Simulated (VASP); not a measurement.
# AlCo (P6_3/mmc) in VASP: notebook

AlCo is run at these levels: PBE; tasks: single point, relaxation of cell and atoms.

All numbers are computed with VASP 6.6.1; they aren't measurements. Logs are shortened: lines on timing, memory, paths and dates and some standing lists are left out, and cuts for length are marked.

## (1) The cell of the first run

The structure is hexagonal, space group P6_3/mmc (No. 194). The conventional cell has a = 3.675 Å, b = 3.675 Å, c = 4.343 Å, α = 90.00°, β = 90.00°, γ = 120.00°. Al (site symmetry -6m2) has 6 Co at 2.38 Å and 6 Al at 3.04 Å within 3.1 Å. Co (site symmetry -3m) has 2 Co at 2.17 Å and 6 Al at 2.38 Å within 2.9 Å.

## (2) Single point, PBE, collinear spin, ferromagnetic start

Contents of INCAR:

```
SYSTEM = AlCo
PREC = Accurate ; ENCUT = 520
EDIFF = 1E-6 ; ISMEAR = 0
SIGMA = 0.1 ; LREAL = .False.
LASPH = .True. ; NELM = 150
ALGO = Fast ; ISIF = 2
LWAVE = .False. ; LCHARG = .True.
ISPIN = 2 ; MAGMOM = 0 0 3 3
LORBIT = 11 ; LMAXMIX = 4
GGA = PE ; LELF = .True.
LVHAR = .True. ; NBANDS = 24
```

Contents of KPOINTS:

```
regular mesh
0
Gamma
  6 6 4
  0 0 0
```

Contents of POSCAR:

```
AlCo
1.0
    3.6751274200      0.0000000000      0.0000000000
   -1.8375637100      3.1827537100      0.0000000000
    0.0000000000      0.0000000000      4.3430052800
Al Co
2 2
Direct
    0.3333333300      0.6666666700      0.2500000000
    0.6666666700      0.3333333300      0.7500000000
    0.0000000000      0.0000000000      0.5000000000
    0.0000000000      0.0000000000      0.0000000000
```

Potentials or basis: VASP PAW PBE potentials, release 64 (Al, Co).

Command:

```bash
cat potpaw_PBE.64/Al/POTCAR potpaw_PBE.64/Co/POTCAR > POTCAR
mpirun -np 1 vasp_std > vasp.out
```

OUTCAR:

```text
SYSTEM = AlCo
   PREC = Accurate
   ENCUT = 520
   EDIFF = 1E-6
   ISMEAR = 0
   LREAL = .False.
   LASPH = .True.
   NELM = 150
   ISIF = 2
   ISPIN = 2
   LORBIT = 11
   GGA = PE

 ion  position               nearest neighbor table
   1  0.333  0.667  0.250-   3 2.38   4 2.38   3 2.38   4 2.38   3 2.38   4 2.38   2 3.04   2 3.04
                             2 3.04   2 3.04   2 3.04   2 3.04
   2  0.667  0.333  0.750-   3 2.38   4 2.38   3 2.38   4 2.38   3 2.38   4 2.38   1 3.04   1 3.04
                             1 3.04   1 3.04   1 3.04   1 3.04
   3  0.000  0.000  0.500-   4 2.17   4 2.17   1 2.38   2 2.38   2 2.38   1 2.38   2 2.38   1 2.38

   4  0.000  0.000  0.000-   3 2.17   3 2.17   1 2.38   2 2.38   2 2.38   1 2.38   2 2.38   1 2.38

  LATTYP: Found a hexagonal cell.
 ALAT       =     3.6751274200
 C/A-ratio  =     1.1817291712

  Lattice vectors:

 A1 = (   3.6751274200,   0.0000000000,   0.0000000000)
 A2 = (  -1.8375637100,   3.1827537100,   0.0000000000)
 A3 = (   0.0000000000,   0.0000000000,   4.3430052800)

Analysis of symmetry for initial positions (statically):
=====================================================================
 Subroutine PRICEL returns:
 Original cell was already a primitive cell.

 Routine SETGRP: Setting up the symmetry group for a
 hexagonal supercell.

 Subroutine GETGRP returns: Found 24 space group operations
 (whereof 12 operations were pure point group operations)
 out of a pool of 24 trial point group operations.

The static configuration has the point symmetry D_3d.
 The point group associated with its full space group is D_6h.

Analysis of symmetry for dynamics (positions and initial velocities):
=====================================================================
 Subroutine PRICEL returns:
 Original cell was already a primitive cell.

 Routine SETGRP: Setting up the symmetry group for a
 hexagonal supercell.

 Subroutine GETGRP returns: Found 24 space group operations
 (whereof 12 operations were pure point group operations)
 out of a pool of 24 trial point group operations.

The dynamic configuration has the point symmetry D_3d.
 The point group associated with its full space group is D_6h.

Analysis of structural, dynamic, and magnetic symmetry:
=====================================================================
 Subroutine PRICEL returns:
 Original cell was already a primitive cell.

 Routine SETGRP: Setting up the symmetry group for a
 hexagonal supercell.

 Subroutine GETGRP returns: Found 24 space group operations
 (whereof 12 operations were pure point group operations)
 out of a pool of 24 trial point group operations.

The overall configuration has the point symmetry D_3d.
 The point group associated with its full space group is D_6h.

 Subroutine INISYM returns: Found 24 space group operations
 (whereof 12 operations are pure point group operations),
 and found     1 'primitive' translations

----------------------------------------------------------------------------------------

                                     Primitive cell

  volume of cell :      50.8002

  direct lattice vectors                    reciprocal lattice vectors
     3.675127420  0.000000000  0.000000000     0.272099409  0.157096667  0.000000000
    -1.837563710  3.182753710  0.000000000     0.000000000  0.314193334  0.000000000
     0.000000000  0.000000000  4.343005280     0.000000000  0.000000000  0.230255304

  length of vectors
     3.675127420  3.675127422  4.343005280     0.314193334  0.314193334  0.230255304

  position of ions in fractional coordinates (direct lattice)
     0.333333330  0.666666670  0.250000000
     0.666666670  0.333333330  0.750000000
     0.000000000  0.000000000  0.500000000
     0.000000000  0.000000000  0.000000000

  ion indices of the primitive-cell ions
   primitive index   ion index
                 1           1
                 2           2
                 3           3
                 4           4

----------------------------------------------------------------------------------------

 KPOINTS: regular mesh

Automatic generation of k-mesh.
 Grid dimensions read from file:
 generate k-points for:    6    6    4

 Generating k-lattice:

  Cartesian coordinates                     Fractional coordinates (reciprocal lattice)
     0.045349902  0.026182778  0.000000000     0.166666667  0.000000000  0.000000000
     0.000000000  0.052365556  0.000000000     0.000000000  0.166666667  0.000000000
     0.000000000  0.000000000  0.057563826     0.000000000  0.000000000  0.250000000

  Length of vectors
     0.052365556  0.052365556  0.057563826

  Shift w.r.t. Gamma in fractional coordinates (k-lattice)
     0.000000000  0.000000000  0.000000000

 Subroutine IBZKPT returns following result:
 ===========================================

 Found     21 irreducible k-points:

 Following reciprocal coordinates:
            Coordinates               Weight
  0.000000  0.000000  0.000000      1.000000
  0.166667  0.000000  0.000000      6.000000
  0.333333  0.000000  0.000000      6.000000
  0.500000 -0.000000  0.000000      3.000000
  0.166667  0.166667  0.000000      6.000000
  0.333333  0.166667  0.000000     12.000000
[... 13 lines left out ...]
  0.333333  0.166667  0.500000     12.000000
  0.333333  0.333333  0.500000      2.000000
   k-points           NKPTS =     21   k-points in BZ     NKDIM =     21   number of bands    NBANDS=     24
   number of dos      NEDOS =    301   number of ions     NIONS =      4
   total plane-waves  NPLWV =  25088
   dimension x,y,z NGX =    28 NGY =   28 NGZ =   32
   dimension x,y,z NGXF=    56 NGYF=   56 NGZF=   64
   ions per type =               2   2
   NGX,Y,Z   is equivalent  to a cutoff of  12.67, 12.67, 12.25 a.u.
   NGXF,Y,Z  is equivalent  to a cutoff of  25.33, 25.33, 24.50 a.u.
 SYSTEM =  AlCo
   PREC   = accura    normal or accurate (medium, high low for compatibility)
   ISTART =      0    job   : 0-new  1-cont  2-samecut
   ICHARG =      2    charge: 1-file 2-atom 10-const
   ISPIN  =      2    spin polarized calculation?
   LNONCOLLINEAR =      F non collinear calculations
   LSORBIT =      F    spin-orbit coupling
   LASPH  =      T    aspherical Exc in radial PAW
   ENCUT  =  520.0 eV  38.22 Ry    6.18 a.u.   6.83  6.83  8.08*2*pi/ulx,y,z
   NELM   =    150;   NELMIN=  2; NELMDL= -5     # of ELM steps
   EDIFF  = 0.1E-05   stopping-criterion for ELM
   LREAL  =      F    real-space projection
   EDIFFG = 0.1E-04   stopping-criterion for IOM
   NSW    =      0    number of steps for IOM
   IBRION =     -1    ionic relax: 0-MD 1-quasi-New 2-CG
   NFREE  =      0    steps in history (QN), initial steepest desc. (CG)
   ISIF   =      2    stress and relaxation
   ISYM   =      2    0-nonsym 1-usesym 2-fastsym
   POTIM  = 0.5000    time-step for ionic-motion
   TEBEG  =    0.0;   TEEND  =   0.0 temperature during run
   PSTRESS=    0.0 pullay stress
   NELECT =      24.0000    total number of electrons
   NUPDOWN=      -1.0000    fix difference up-down
   EMIN   =  10.00;   EMAX   =-10.00  energy-range for DOS
   EFERMI =   0.00;   METHOD = LEGACY
   ISMEAR =     0;   SIGMA  =   0.10  broadening in eV -4-tet -1-fermi 0-gaus
   EFERMI_NEDOS =   21; number of points for ismear=-14 and -15
   IALGO  =     68    algorithm
   IMIX   =      4    mixing-type and parameters
     AMIX     =   0.40;   BMIX     =  1.00
     AMIX_MAG =   1.60;   BMIX_MAG =  1.00
  volume/ion in A,a.u.               =      12.70        85.70
  Fermi-wavevector in a.u.,A,eV,Ry     =   1.275039  2.409473 22.119308  1.625723
  Thomas-Fermi vector in A             =   2.407773
   LORBIT       =     11    0 simple, 1 ext, 2 COOP (PROOUT), +10 PAW based schemes
   GGA     = PE    functional components
   LHFCALC =     F    Hartree Fock is set to
   AEXX    =    0.0000 exact exchange contribution
   IVDW    =     0    specifies the selected vdW correction
   LEPSILON=     F    determine dielectric tensor
   LRPA    =     F    only Hartree local field effects (RPA)
 spin polarized calculation
 RMM-DIIS sequential band-by-band and
 Gauss-broadening in eV      SIGMA  =   0.10
  energy-cutoff  :      520.00
  volume of cell :       50.80
 maximum number of plane-waves:      1388
 NGX is ok and might be reduce to    28
   NGX = 13   NGY = 13   NGZ = 17

 number of electron      24.0000013 magnetization       1.2312993

 Free energy of the ion-electron system (eV)
  ---------------------------------------------------
  ext. energy  EPLUGINS =         0.00000000
  ---------------------------------------------------
  free energy    TOTEN  =       -21.23874944 eV

  energy without entropy =      -21.21635890  energy(sigma->0) =      -21.22755417

 E-fermi :   8.9310     XC(G=0): -11.6842

 val. band max:        8.9054161121   @ k =   0.1667   0.0000   0.2500
 cond. band min:       8.9314479455   @ k =   0.5000  -0.0000   0.0000
 fundamental gap:      0.0260318334
 Fermi energy:         8.9310033205

 spin component 1

 k-point     1 :       0.0000    0.0000    0.0000
  band No.  band energies     occupation
      1      -0.9658      1.00000
      2       5.2851      1.00000
      3       5.3200      1.00000
      4       5.5233      1.00000
      5       5.5233      1.00000
      6       6.3855      1.00000
[... 556 lines left out ...]
     23      21.8009      0.00000
     24      21.8009      0.00000
 Fermi energy:         8.9310033205

 spin component 2

 k-point     1 :       0.0000    0.0000    0.0000
  band No.  band energies     occupation
      1      -0.9773      1.00000
      2       5.4286      1.00000
      3       5.6775      1.00000
      4       6.1039      1.00000
      5       6.1039      1.00000
      6       6.8826      1.00000
[... 556 lines left out ...]
     23      21.8496      0.00000
     24      21.8496      0.00000

------------------------ aborting loop because EDIFF is reached ----------------------------------------

  FORCE on cell =-STRESS in cart. coord.  units (eV):
  Direction    XX          YY          ZZ          XY          YZ          ZX
  --------------------------------------------------------------------------------------
  -------------------------------------------------------------------------------------
  Total        5.5573890      5.5573891      8.6039040     -0.0000000      0.0000000      0.0000000
  in kB      175.2732307    175.2732309    271.3565748     -0.0000000      0.0000000      0.0000000
  external PRESSURE =     207.3010121 kB  Pullay stress =       0.0000000 kB

 VOLUME and BASIS-vectors are now :
 -----------------------------------------------------------------------------
  energy-cutoff  :      520.00
  volume of cell :       50.80
      direct lattice vectors                 reciprocal lattice vectors
     3.675127420  0.000000000  0.000000000     0.272099409  0.157096667  0.000000000
    -1.837563710  3.182753710  0.000000000     0.000000000  0.314193334  0.000000000
     0.000000000  0.000000000  4.343005280     0.000000000  0.000000000  0.230255304

 POSITION                                       TOTAL-FORCE (eV/Angst)
 -----------------------------------------------------------------------------------
     -0.00000      2.12184      1.08575        -0.000000      0.000000      0.000000
      1.83756      1.06092      3.25725         0.000000      0.000000      0.000000
      0.00000      0.00000      2.17150         0.000000     -0.000000      0.000000
      0.00000      0.00000      0.00000        -0.000000     -0.000000      0.000000
 -----------------------------------------------------------------------------------
    total drift:                                0.000000     -0.000000      0.000000

  FREE ENERGIE OF THE ION-ELECTRON SYSTEM (eV)
  ---------------------------------------------------
  free  energy   TOTEN  =       -21.2387494361 eV

  energy  without entropy=      -21.2163588977  energy(sigma->0) =      -21.22755417

 total charge

# of ion       s       p       d       tot
------------------------------------------
    1        0.447   0.393   0.000   0.839
    2        0.447   0.393   0.000   0.839
    3        0.602   0.560   7.539   8.700
    4        0.602   0.560   7.539   8.700
--------------------------------------------------
tot          2.098   1.905  15.077  19.079

 magnetization (x)

# of ion       s       p       d       tot
------------------------------------------
    1       -0.002  -0.012   0.000  -0.014
    2       -0.002  -0.012   0.000  -0.014
    3       -0.001   0.006   0.652   0.657
    4       -0.001   0.006   0.652   0.657
--------------------------------------------------
tot         -0.007  -0.013   1.305   1.285
```

Wall time 30 s (1 thread of Intel Xeon 6975P-C (Granite Rapids), shared host); peak memory 0.19 GiB.

What came out:

- Free energy: -21.2387 eV
- Pressure: 20.7 GPa
- Net moment: 1.23 μB per cell
- Site moments: Al -0.01; Co +0.66 μB
- Valence electrons inside the program's atomic spheres: Al 0.84; Co 8.70

Caveat: the k points lie up to 0.36 Å⁻¹ apart.

## (3) Single point, PBE, collinear spin, ferromagnetic start

This run uses another cell than the first one, of 14.39 Å³/atom, 1.133 times its volume.

Contents of INCAR:

```
PREC = Accurate
ENCUT = 520
EDIFF = 1E-7
ISMEAR = 0
SIGMA = 0.1
LREAL = F
LASPH = T
NELM = 150
ALGO = Normal
ISIF = 2
LWAVE = F
LCHARG = F
ISPIN = 2
MAGMOM = 0 0 3 3
LORBIT = 11
LMAXMIX = 4
GGA = PE
NBANDS = 24
```

Contents of KPOINTS:

```
Automatic mesh
0
Gamma
  6 6 4
```

Contents of POSCAR:

```
AlCo
1.0
    3.7548676876      0.0000000000      0.0000000000
   -1.8774338438      3.2518108053      0.0000000000
    0.0000000000      0.0000000000      4.7155033861
Al Co
2 2
Direct
    0.3333333333      0.6666666667      0.2500000000
    0.6666666667      0.3333333333      0.7500000000
    0.0000000000      0.0000000000      0.5000000000
    0.0000000000      0.0000000000      0.0000000000
```

Potentials or basis: VASP PAW PBE potentials, release 64 (Al, Co).

Command:

```bash
cat potpaw_PBE.64/Al/POTCAR potpaw_PBE.64/Co/POTCAR > POTCAR
mpirun -np 1 vasp_std > vasp.out
```

Wall time 26 s (1 thread of Intel Xeon 6975P-C (Granite Rapids), shared host); peak memory 0.2 GiB.

The run converged. Its results:

- Free energy: -21.7023 eV
- Pressure: -0.2 GPa
- Net moment: 1.53 μB per cell
- Site moments: Al -0.02; Co +0.83 μB
- Valence electrons inside the program's atomic spheres: Al 0.79; Co 8.40

Stress tensor (GPa, compression positive):
```
-0.23  0.00  0.00
 0.00 -0.23  0.00
 0.00  0.00  0.00
```

Levels at points of the mesh, in eV from the Fermi level:
Spin up:
```csv
k point,band 8,band 9,band 10,band 11,band 12,band 13,band 14,band 15,band 16,band 17
"(0.00, 0.00, 0.00)",-2.17,-1.29,-1.29,-0.57,-0.57,2.06,3.67,3.67,6.23,6.23
"(0.50, 0.00, 0.00)",-1.27,-0.85,-0.63,-0.58,-0.51,0.30,0.46,0.49,4.01,4.15
"(0.00, 0.00, 0.50)",-1.82,-1.65,-1.65,-1.65,-1.65,6.07,6.07,6.09,6.09,6.09
"(0.50, 0.00, 0.50)",-1.79,-1.05,-1.05,-0.97,-0.97,-0.84,-0.84,3.00,3.00,5.67
```
Spin down:
```tsv
k point	band 9	band 10	band 11	band 12	band 13	band 14
(0.00, 0.00, 0.00)	-0.73	-0.73	0.73	0.73	2.51	3.67
(0.50, 0.00, 0.00)	-0.24	-0.02	0.28	0.42	0.46	0.67
(0.00, 0.00, 0.50)	-0.65	-0.65	-0.65	-0.65	6.11	6.11
(0.50, 0.00, 0.50)	-0.49	-0.49	-0.33	-0.33	0.16	0.16
```

(Continued in part 2 of 2.)
